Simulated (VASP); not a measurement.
Here is a VASP 6.6.1 calculation.

The input POSCAR:

```
SiO2
1.0
   -2.3411961555      2.3411961555      3.4643437739
    2.3411961555     -2.3411961555      3.4643437739
    2.3411961555      2.3411961555     -3.4643437739
Si O
2 4
Direct
    0.0000000000      0.0000000000      0.0000000000
    0.7500000000      0.2500000000      0.5000000000
    1.0212153985      0.6250000000      0.8962153985
    0.3750000000      0.2712153985      0.3962153985
    0.7287846015      0.1250000000      0.1037846015
    0.8750000000     -0.0212153985      0.6037846015
```

The input INCAR.step1:

```
  PREC = Accurate
  ENCUT = 520
  ISMEAR = 0
  SIGMA = 0.01
  LREAL = F
  LASPH = T
  NELM = 100
  NBANDS = 25
  GGA = PE
  ALGO = Normal
  EDIFF = 1E-4
  LWAVE = T
  LCHARG = F
```

INCAR.step2

```
  PREC = Accurate
  ENCUT = 520
  EDIFF = 1E-6
  ISMEAR = 0
  SIGMA = 0.01
  LREAL = F
  LASPH = T
  NELM = 100
  ALGO = Normal
  ISIF = 2
  LWAVE = F
  LCHARG = F
  METAGGA = R2SCAN
  LMIXTAU = T
  NBANDS = 25
  ISTART = 1
```

Contents of KPOINTS:

```
Automatic mesh
0
Gamma
  8 8 8
```

Potentials or basis: VASP PAW PBE potentials, release 64 (Si, O).

Launch:

```console
$ cat potpaw_PBE.64/Si/POTCAR potpaw_PBE.64/O/POTCAR > POTCAR
$ cp INCAR.step1 INCAR
$ mpirun -np 1 vasp_std > vasp.out
$ cp INCAR.step2 INCAR
$ mpirun -np 1 vasp_std > vasp.out
```

Q: What does it give for the band gap on the k mesh?

A: 7.24 eV, indirect (least direct gap 7.28 eV).

Q: Predict the largest force.

A: 0.015 eV/Å.

Q: Estimate the pressure.

A: 6.2 GPa.

Stress tensor (GPa, compression positive):
```
5.16 0.00 0.00
0.00 5.16 0.00
0.00 0.00 8.16
```

Caveat: the cell differs from its parent crystal (strain -5.3%); the PAW data sets were made with another functional, which shifts forces and pressure a little. A k mesh can miss the band edges.
